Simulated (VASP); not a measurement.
LaFeGe: single point with PBE

Crystal: LaFeGe.

```
La Ge Fe
1.0
     4.31481    0.00000    0.00000
    -2.15740    3.73673    0.00000
     0.00000    0.00000    4.36984
La Ge Fe
1 1 1
Cartesian
  0.0000 0.0000 0.0000
  2.1574 1.2456 2.1849
  0.0000 2.4912 2.1849
```

* Program: VASP 6.6.1
* Task: single point
* Functional: PBE
* Potentials or basis: VASP PAW PBE potentials, release 64 (La, Ge_d, Fe)
* Cutoff: 520 eV
* k mesh: 7 × 7 × 6
* Occupations: fermi-dirac, width 0.05 eV
* Spin: collinear spin, ferromagnetic start
* Starting moments: [0.0, 0.0, 3.0] μB

The pressure is -3.8 GPa, the net moment is 2.42 μB per cell and the site moments are La -0.06; Ge +0.01; Fe +2.45 μB. The valence electrons inside the program's atomic spheres are La 8.46; Ge 12.40; Fe 6.98.

Stress tensor (GPa, compression positive):
```
-3.92  0.00  0.00
 0.00 -3.92  0.00
 0.00  0.00 -3.56
```

Levels at points of the mesh, in eV from the Fermi level:
Spin up:
```tsv
k point	band 14	band 15	band 16	band 17	band 18	band 19	band 20	band 21	band 22	band 23
(0.00, 0.00, 0.00)	-1.95	-1.95	0.02	0.27	0.27	0.45	1.59	2.20	2.20	2.28
(0.00, 0.00, 0.50)	-2.07	-2.07	-1.83	1.26	1.26	1.78	1.99	1.99	2.15	2.21
```
Spin down:
| k point | band 12 | band 13 | band 14 | band 15 | band 16 | band 17 | band 18 | band 19 |
| --- | --- | --- | --- | --- | --- | --- | --- | --- |
| (0.00, 0.00, 0.00) | -1.88 | -1.54 | -0.13 | -0.13 | 0.15 | 0.89 | 0.96 | 0.96 |
| (0.00, 0.00, 0.50) | -1.95 | -1.95 | -0.52 | -0.52 | 0.51 | 1.62 | 1.62 | 1.69 |

Wall time 2.8 min on 1 thread of Intel(R) Xeon(R) Platinum 8375C CPU @ 2.90GHz (Ice Lake), with other jobs on the host, peak memory 0.29 GiB.

Caveat: spin-orbit coupling is left out, which moves the levels of the heavy elements.
